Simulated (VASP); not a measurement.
BaTiO3 (Barioperovskite), 5 atoms in the cell. The structure is orthorhombic, space group Amm2 (No. 38). Conventional cell: a = 3.986 Å, b = 5.674 Å, c = 5.690 Å, α = 90.00°, β = 90.00°, γ = 90.00°. Ba (site symmetry mm2) has 12 O at 2.77 to 2.92 Å and 8 Ti at 3.42 to 3.53 Å within 3.7 Å. Within 2.6 Å of Ti (site symmetry mm2) lie 6 O at 1.93 to 2.09 Å. O (site symmetry mm2) has 2 Ti at 2.00 Å within 2.6 Å. Within 2.6 Å of O (site symmetry m) lie 2 Ti at 1.93 to 2.09 Å. 

- Program: VASP 6.6.1
- Task: single point
- Functional: PBEsol
- Potentials or basis: VASP PAW PBE potentials, release 64 (Ba_sv, Ti_sv, O)
- Cutoff: 520 eV
- k mesh: 6 × 6 × 6
- Occupations: gaussian, width 0.02 eV
- Spin: no spin polarisation
- Dipole correction: no
- Further INCAR settings: ALGO = Normal; EDIFF = 1e-06; NBANDS = 28

Potentials or basis: VASP PAW PBE potentials, release 64 (Ba_sv, Ti_sv, O).

Run with:

```bash
$ cat potpaw_PBE.64/Ba_sv/POTCAR potpaw_PBE.64/Ti_sv/POTCAR potpaw_PBE.64/O/POTCAR > POTCAR
$ mpirun -np 1 vasp_std > vasp.out
```

Hardware: 1 thread of AMD EPYC 7R13 Processor (Zen 3), on a shared host.

Task: How long does it take, and how much memory?

Result: Wall time 120 s on 1 thread of AMD EPYC 7R13 Processor (Zen 3) (shared host), peak memory 0.2 GiB. Counts: scf iterations 15, k points 52.
